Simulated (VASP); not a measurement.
Set up this calculation in VASP 6.6.1, as the native input.

```yaml
Task: single point
Functional: PBE
Potentials_or_basis: VASP PAW PBE potentials, release 64 (Mg, Bi_d, N)
Cutoff: 520 eV
k_mesh: 12 × 12 × 12
Occupations: gaussian, width 0.1 eV
Spin: no spin polarisation
Dipole_correction: no
Further_INCAR_settings: ALGO = Normal; EDIFF = 1e-07; NBANDS = 26
```

The structure of Mg2BiN3 lies in POSCAR:

```
Mg2BiN3
1.0
    5.3890491393      0.0000000000      0.0000000000
   -2.6945245696      4.6670534569      0.0000000000
    0.0000000000      0.0000000000      3.0797959657
Mg Bi N
2 1 3
Direct
    0.3333333333      0.6666666667      0.0000000000
    0.6666666667      0.3333333333      0.0000000000
    0.0000000000      0.0000000000      0.0000000000
    0.5000000000      0.0000000000      0.5000000000
    0.5000000000      0.5000000000      0.5000000000
    0.0000000000      0.5000000000      0.5000000000
```

The cell was generated, and may not be a known phase.

The input as run:

INCAR

```
SYSTEM = Mg2BiN3
  PREC = Accurate
  ENCUT = 520
  EDIFF = 1E-7
  ISMEAR = 0
  SIGMA = 0.1
  LREAL = .FALSE.
  LASPH = .TRUE.
  NELM = 100
  ALGO = Normal
  ISIF = 2
  LWAVE = .FALSE.
  LCHARG = .FALSE.
  GGA = PE
  NBANDS = 26
```

KPOINTS

```
Automatic mesh
0
G
  12 12 12
  0 0 0
```

Potentials or basis: VASP PAW PBE potentials, release 64 (Mg, Bi_d, N).

The run is started by

```console
$ cat potpaw_PBE.64/Mg/POTCAR potpaw_PBE.64/Bi_d/POTCAR potpaw_PBE.64/N/POTCAR > POTCAR
$ mpirun -np 1 vasp_std > vasp.out
```

It gave:

```
Pressure               : -0.3 GPa
Band gap on the k mesh : zero (bands 17 and 18 overlap by 0.96 eV)
```

Caveat: spin-orbit coupling is left out, which moves the levels of the heavy elements.

It took 120 s on 1 thread of Intel(R) Xeon(R) 6975P-C (Granite Rapids), on a shared host, peak memory 0.38 GiB.
